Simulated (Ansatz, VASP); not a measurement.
# One calculation of KF, two programs

The input INCAR:

```
SYSTEM = KF
PREC = Accurate
ENCUT = 520
EDIFF = 1E-6
ISMEAR = 0
SIGMA = 0.05
LREAL = .False.
LASPH = .True.
NELM = 100
ALGO = Normal
ISIF = 2
LWAVE = .False.
LCHARG = .False.
GGA = PE
NBANDS = 15
```

Contents of KPOINTS:

```
Automatic mesh
0
Gamma
  8 8 8
  0 0 0
```

Contents of POSCAR:

```
KF
1.0
    0.0294249267      2.7539551729      2.7539551729
    2.7539551729      0.0294249267      2.7539551729
    2.7539551729      2.7539551729      0.0294249267
K F
1 1
Direct
    0.0000000000      0.0000000000      0.0000000000
    0.5000000000      0.5000000000      0.5000000000
```

Input for Ansatz:

```yaml
crystal:
  lattice:
    - [0.0294249267, 2.7539551729, 2.7539551729]
    - [2.7539551729, 0.0294249267, 2.7539551729]
    - [2.7539551729, 2.7539551729, 0.0294249267]
  atoms:
    - { symbol: K, position: [0.0, 0.0, 0.0] }
    - { symbol: F, position: [0.5, 0.5, 0.5] }
basis:
  ecutwfc: 520.0
kpoints:
  mp_grid: { grid: [8, 8, 8] }
hamiltonian:
  xc: pbe
scf:
  occupations: { method: gaussian, width: 0.05 }
output:
  forces: true
  stress: true
  eigenvalues: true
```

Alike in both runs: task single point; functional PBE; k mesh 8 × 8 × 8; occupations gaussian, width 0.05 eV; no spin polarisation.

```csv
,VASP,Ansatz
version,VASP 6.6.1,Ansatz 0.2.0
potentials or method,"VASP PAW PBE potentials, release 64 (K_sv, F), cutoff 520 eV","scalar-relativistic, plane waves, PAW"
valence electrons in the cell,16,16
```

Ansatz gave:

- gap on the k mesh at the Fermi level (eV): 5.80
- least direct gap on the mesh (eV): 5.80
- pressure (GPa): -0.9
- traceless stress, the component that is largest in VASP (GPa): -0.15

**Question.** Estimate VASP's values.

**Answer.** gap on the k mesh at the Fermi level (eV): 5.78; least direct gap on the mesh (eV): 5.78; pressure (GPa): -0.9; traceless stress, the component that is largest in VASP (GPa): -0.15.

The functional is the same, so the differences come from potentials, cutoffs and numerics.
